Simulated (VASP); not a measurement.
# YSe (Fm-3m) in VASP: further runs, part 2 of 2

VASP 6.6.1. The steps go on from the part before.

## 3. Relaxation of cell and atoms, LDA, target pressure 3 GPa, at which the enthalpy is minimised

This run uses another cell than the first one, of 22.48 Å³/atom, 1.031 times its volume.

File INCAR:

```
PREC = Accurate ; ENCUT = 600
EDIFF = 1E-6 ; ISMEAR = -1
SIGMA = 0.15 ; LREAL = F
LASPH = T ; NELM = 80
ALGO = Normal ; ISIF = 3
LWAVE = F ; LCHARG = F
IBRION = 2 ; NSW = 80
EDIFFG = -0.001 ; PSTRESS = 30.0
```

File KPOINTS:

```
Automatic mesh
0
Gamma
  12 12 12
```

File POSCAR:

```
YSe
1.0
    0.0000000000      2.8223017883      2.8223017883
    2.8223017883      0.0000000000      2.8223017883
    2.8223017883      2.8223017883      0.0000000000
Y Se
1 1
Direct
    0.0000000000      0.0000000000      0.0000000000
    0.5000000000      0.5000000000      0.5000000000
```

Potentials or basis: VASP PAW LDA potentials, release 64 (Y_sv, Se).

On the command line:

```bash
> cat potpaw_LDA.64/Y_sv/POTCAR potpaw_LDA.64/Se/POTCAR > POTCAR
> mpirun -np 1 vasp_std > vasp.out
```

OUTCAR:

```text
PREC = Accurate
   ENCUT = 600
   EDIFF = 1E-6
   ISMEAR = -1
   LREAL = F
   LASPH = T
   NELM = 80
   ISIF = 3
   IBRION = 2
   NSW = 80
   EDIFFG = -0.001
   PSTRESS = 30.0

 ion  position               nearest neighbor table
   1  0.000  0.000  0.000-   2 2.82   2 2.82   2 2.82   2 2.82   2 2.82   2 2.82
   2  0.500  0.500  0.500-   1 2.82   1 2.82   1 2.82   1 2.82   1 2.82   1 2.82

  LATTYP: Found a face centered cubic cell.
 ALAT       =     5.6446035766

  Lattice vectors:

 A1 = (   0.0000000000,   2.8223017883,   2.8223017883)
 A2 = (   2.8223017883,   0.0000000000,   2.8223017883)
 A3 = (   2.8223017883,   2.8223017883,   0.0000000000)

Analysis of symmetry for initial positions (statically):
=====================================================================
 Subroutine PRICEL returns:
 Original cell was already a primitive cell.

 Routine SETGRP: Setting up the symmetry group for a
 face centered cubic supercell.

 Subroutine GETGRP returns: Found 48 space group operations
 (whereof 48 operations were pure point group operations)
 out of a pool of 48 trial point group operations.

The static configuration has the point symmetry O_h .

Analysis of symmetry for dynamics (positions and initial velocities):
=====================================================================
 Subroutine PRICEL returns:
 Original cell was already a primitive cell.

 Routine SETGRP: Setting up the symmetry group for a
 face centered cubic supercell.

 Subroutine GETGRP returns: Found 48 space group operations
 (whereof 48 operations were pure point group operations)
 out of a pool of 48 trial point group operations.

The dynamic configuration has the point symmetry O_h .

 Subroutine INISYM returns: Found 48 space group operations
 (whereof 48 operations are pure point group operations),
 and found     1 'primitive' translations
[... 122 lines left out ...]
   AEXX    =    0.0000 exact exchange contribution
   IVDW    =     0    specifies the selected vdW correction
   LEPSILON=     F    determine dielectric tensor
   LRPA    =     F    only Hartree local field effects (RPA)
 conjugate gradient relaxation of ions
 non-spin polarized calculation
  energy-cutoff  :      600.00
  volume of cell :       44.96
 maximum number of plane-waves:      1524
   NGX = 15   NGY = 15   NGZ = 15

--------------------------------------- Ionic step        1  -------------------------------------------

 number of electron      17.0000001 magnetization

 Free energy of the ion-electron system (eV)
  ---------------------------------------------------
  ext. energy  EPLUGINS =         0.00000000
  ---------------------------------------------------
  free energy    TOTEN  =       -14.97322605 eV

  energy without entropy =      -14.90657397  energy(sigma->0) =      -14.93990001

------------------------ aborting loop because EDIFF is reached ----------------------------------------

  FORCE on cell =-STRESS in cart. coord.  units (eV):
  Direction    XX          YY          ZZ          XY          YZ          ZX
  --------------------------------------------------------------------------------------
  -------------------------------------------------------------------------------------
  Total        0.0501008      0.0501008      0.0501008     -0.0000000      0.0000000      0.0000000
  in kB        1.7853151      1.7853151      1.7853151     -0.0000000      0.0000000      0.0000000
  external PRESSURE =     -28.2146849 kB  Pullay stress =      30.0000000 kB
[... 139 lines left out ...]
--------------------------------------- Ionic step        5  -------------------------------------------

 number of electron      17.0000000 magnetization

 Free energy of the ion-electron system (eV)
  ---------------------------------------------------
  ext. energy  EPLUGINS =         0.00000000
  ---------------------------------------------------
  free energy    TOTEN  =       -14.96105664 eV

  energy without entropy =      -14.89693249  energy(sigma->0) =      -14.92899457

 E-fermi :   6.4731     XC(G=0): -10.7858

 val. band max:        6.4476768987   @ k =  -0.0833   0.0833   0.0000
 cond. band min:       6.4901048307   @ k =   0.1667   0.0000   0.0000
 fundamental gap:      0.0424279320
 Fermi energy:         6.4730629963

 k-point     1 :       0.0000    0.0000    0.0000
  band No.  band energies     occupation
      1     -36.6527      2.00000
      2     -16.7592      2.00000
      3     -16.7592      2.00000
      4     -16.7592      2.00000
      5      -8.8936      2.00000
      6       3.5749      2.00000
      7       3.5749      2.00000
      8       3.5749      2.00000
      9       6.2070      1.70988
     10       6.2070      1.70988
     11       6.2070      1.70988
     12       7.0820      0.03392
[... 331 lines left out ...]
 k-point    24 :      -0.4167    0.1667    0.0000
  band No.  band energies     occupation
      1     -36.6251      2.00000
      2     -17.1179      2.00000
      3     -16.8455      2.00000
      4     -16.7953      2.00000
      5      -7.6997      2.00000
      6      -0.2063      2.00000
      7       1.4595      2.00000
      8       1.5664      2.00000
      9       7.8136      0.00026
     10       8.5182      0.00000
     11       8.7417      0.00000
     12      10.2394      0.00000

 [... further k-points ...]
[... 5 lines left out ...]
  --------------------------------------------------------------------------------------
  -------------------------------------------------------------------------------------
  Total        0.8197596      0.8197596      0.8197596     -0.0000000     -0.0000000      0.0000000
  in kB       30.0525564     30.0525564     30.0525564     -0.0000000     -0.0000000      0.0000000
  external PRESSURE =       0.0525564 kB  Pullay stress =      30.0000000 kB
[... 21 lines left out ...]
  energy  without entropy=      -14.8969324917  energy(sigma->0) =      -14.92899457

  enthalpy is  TOTEN    =       -14.1427306681 eV   P V=        0.8183259725

 reached required accuracy - stopping structural energy minimisation
```

Wall time 1.8 min (1 thread of Intel Xeon Platinum 8175M at 2.50GHz (Skylake/Cascade Lake), shared host); peak memory 0.22 GiB.

What came out:

```
Free energy                                            : -14.9611 eV
Relaxed volume                                         : 21.85 Å³/atom
Relaxed cell                                           : a = 3.954 Å, b = 3.954 Å, c = 3.954 Å, α = 60.00°, β = 60.00°, γ = 60.00°
Space group after relaxing (to 0.05 Å)                 : Fm-3m (No. 225)
Energy change on relaxing (the enthalpy is what falls) : +6.1 meV/atom
Ionic steps                                            : 5
Pressure after relaxing                                : 3.0 GPa
```

Step by step:
| step | energy change (eV) | largest force (eV/Å) | pressure (GPa) | volume (Å³) |
| --- | --- | --- | --- | --- |
| 1 | 0.0000 | 0.0000 | 0.18 | 44.96 |
| 2 | 0.0486 | 0.0000 | 6.31 | 42.43 |
| 3 | 0.0121 | 0.0000 | 2.99 | 43.70 |
| 4 | 0.0126 | 0.0000 | 3.03 | 43.68 |
| 5 | 0.0122 | 0.0000 | 3.01 | 43.70 |

Final structure:
```yaml
crystal:
  lattice:
    - [0.00000, 2.79573, 2.79573]
    - [2.79573, 0.00000, 2.79573]
    - [2.79573, 2.79573, 0.00000]
  atoms:
    - { symbol: Y, position: [0.00000, 0.00000, 0.00000] }
    - { symbol: Se, position: [0.50000, 0.50000, 0.50000] }
```

Caveat: the cell is relaxed towards a set pressure, so the enthalpy falls and the energy may rise.
